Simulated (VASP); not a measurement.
Input of a VASP 6.6.1 run:

File INCAR:

```
SYSTEM = C
ALGO     = Normal         ! electronic algorithm
EDIFF    = 1E-6           ! SCF threshold, eV
ENCUT    = 520            ! plane-wave cutoff, eV
GGA      = PE             ! functional
GGA_COMPAT= .False.      
ISIF     = 2              ! what is computed and relaxed
ISMEAR   = 0              ! smearing method
LASPH    = .True.         ! aspherical terms in the spheres
LCHARG   = .False.        ! write CHGCAR
LORBIT   = 11             ! projections on sites
LORBMOM  = .True.       
LREAL    = .False.        ! projectors in reciprocal space
LSORBIT  = .True.         ! spin-orbit coupling
LWAVE    = .False.        ! write WAVECAR
MAGMOM   = 0 0 0 0 0 0 0 0 0 0 0 0 ! initial moments
NBANDS   = 30             ! bands
NELM     = 150            ! most SCF steps
PREC     = Accurate       ! precision mode
SIGMA    = 0.05           ! smearing width, eV
```

Contents of KPOINTS:

```
k-points
0
Gamma
  10 10 4
  0 0 0
```

File POSCAR:

```
C
1.0
    2.4664075568      0.0000000000      0.0000000000
   -1.2332037784      2.1359716003      0.0000000000
    0.0000000000      0.0000000000      8.5495631362
C
4
Direct
    0.0000000000      0.0000000000      0.2500000000
    0.0000000000      0.0000000000      0.7500000000
    0.3333333333      0.6666666667      0.2500000000
    0.6666666667      0.3333333333      0.7500000000
```

Potentials or basis: VASP PAW PBE potentials, release 64 (C).

Run with:

```sh
$ cat potpaw_PBE.64/C/POTCAR > POTCAR
$ mpirun -np 1 vasp_ncl > vasp.out
```

Question: Estimate the net moment.

Answer: 0.00 μB per cell.

Question: What does it give for the pressure?

Answer: 0.4 GPa.

Moments on the atoms (μB; x, y, z):
```
C   0.00 0.00 0.00
C   0.00 0.00 0.00
C   0.00 0.00 0.00
C   0.00 0.00 0.00
```

Caveat: this functional lacks dispersion, which binds the layers, so the pressure and a relaxed spacing across them are unreliable.
